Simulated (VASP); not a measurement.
NiO2:

```
Ni O
1.0
     2.65251    0.00000    0.00000
    -1.32626    2.29714    0.00000
     0.00000    0.00000    4.56311
Ni O
1 2
Direct
  0.00000 0.00000 0.50000
  0.66667 0.33333 0.73051
  0.33333 0.66667 0.26949
```

This cell differs from its parent crystal: c/a of the conventional cell at fixed volume 1.7203.

Base run:

- Program: VASP 6.6.1
- Functional: LDA
- Potentials or basis: VASP PAW LDA potentials, release 64 (Ni, O)
- Cutoff: 520 eV
- k mesh: 12 × 12 × 6
- Occupations: gaussian, width 0.05 eV
- Spin: no spin polarisation

Its results: band gap on the k mesh 0.84 eV, indirect (least direct gap 0.93 eV); pressure -0.1 GPa; largest force 1.413 eV/Å.

**Question.** The run is repeated on the same cell with these changes: potentials or basis from VASP PAW LDA potentials, release 64 (Ni, O) to VASP PAW LDA potentials, release 64 (Ni_sv_GW, O); cutoff from 520 eV to 600 eV; further incar settings from ALGO = Normal; EDIFF = 1e-06; NBANDS = 18 to ALGO = Normal; EDIFF = 1e-06; NBANDS = 22; valence electrons from 22 to 30. What comes out?

**Answer.** Band gap on the k mesh 0.85 eV, indirect (least direct gap 0.94 eV); pressure -1.0 GPa; largest force 1.407 eV/Å.

Caveats: forces of over 1 eV/Å act on the atoms, so gaps and moduli don't describe the material at rest.

A k mesh can miss the band edges.
